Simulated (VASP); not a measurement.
The system is CdSe (rocksalt type).

```
Cd Se
1.0
     0.00000    2.68928    2.68928
     2.68928    0.00000    2.68928
     2.68928    2.68928    0.00000
Cd Se
1 1
Cartesian
  0.0000 0.0000 0.0000
  2.6893 2.6893 2.6893
```

- Program: VASP 6.6.1
- Task: relaxation of cell and atoms
- Functional: PBE
- Potentials or basis: VASP PAW PBE potentials, release 64 (Cd, Se)
- Cutoff: 600 eV
- k mesh: 12 × 12 × 12
- Occupations: fermi-dirac, width 0.03 eV
- Spin: no spin polarisation

At the start: pressure 19.3 GPa; volume 19.45 Å³/atom.

Problem. How do energy, volume and symmetry change on relaxing?

Solution. Over 5 steps the energy falls by 212.3 meV/atom and the volume is 23.72 Å³/atom (+22.0 %); space group Fm-3m (No. 225, to 0.05 Å).

Step by step:
```csv
step,energy change (eV),largest force (eV/Å),pressure (GPa),volume (Å³)
1,0.0000,0.0000,19.28,38.90
2,-0.3069,0.0000,-5.45,53.62
3,-0.4246,0.0000,0.06,47.42
4,-0.4246,0.0000,-0.16,47.60
5,-0.4246,0.0000,0.02,47.45
```

Final structure:
```
Cd Se
1.0
     0.00000    2.87342    2.87342
     2.87342    0.00000    2.87342
     2.87342    2.87342    0.00000
Cd Se
1 1
Direct
  0.00000 0.00000 0.00000
  0.50000 0.50000 0.50000
```

Caveat: the volume moved by over 15 % at a fixed basis, so the end points are rough.
